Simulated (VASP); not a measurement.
Set up this calculation in VASP 6.6.1, as the native input.

```yaml
Task: single point
Functional: PBE
Potentials_or_basis: VASP PAW PBE potentials, release 64 (Al, N)
Cutoff: 520 eV
k_mesh: 4 × 4 × 8
Occupations: gaussian, width 0.02 eV
Spin: no spin polarisation
Dipole_correction: no
Further_INCAR_settings: ALGO = Normal; EDIFF = 1e-06; NBANDS = 26
```

The structure of AlN lies in POSCAR:

```
AlN
1.0
    5.3291138000      0.0000000000      0.0000000000
    0.0000000000      5.3291138000      0.0000000000
    0.0000000000      0.0000000000      3.1218369000
Al N
4 4
Direct
    0.6769860000      0.6769860000      0.0000000000
    0.1769860000      0.8230140000      0.5000000000
    0.8230140000      0.1769860000      0.5000000000
    0.3230140000      0.3230140000      0.0000000000
    0.8154210000      0.8154210000      0.5000000000
    0.1845790000      0.1845790000      0.5000000000
    0.6845790000      0.3154210000      0.0000000000
    0.3154210000      0.6845790000      0.0000000000
```

The input as run:

INCAR

```
PREC = Accurate
ENCUT = 520
EDIFF = 1E-6
ISMEAR = 0
SIGMA = 0.02
LREAL = False
LASPH = True
NELM = 80
ALGO = Normal
ISIF = 2
LWAVE = False
LCHARG = False
GGA = PE
NBANDS = 26
```

KPOINTS

```
regular mesh
0
Gamma
  4 4 8
```

Potentials or basis: VASP PAW PBE potentials, release 64 (Al, N).

Command:

```console
$ cat potpaw_PBE.64/Al/POTCAR potpaw_PBE.64/N/POTCAR > POTCAR
$ mpirun -np 1 vasp_std > vasp.out
```

Results of the run:

```yaml
Pressure: -0.2 GPa
Largest_force: 0.004 eV/Å
Band_gap_on_the_k_mesh: 3.75 eV, direct
```

Wall time 35 s on 1 thread of AMD EPYC 9R45 96-Core Processor (Zen 5) (shared host), peak memory 0.18 GiB.
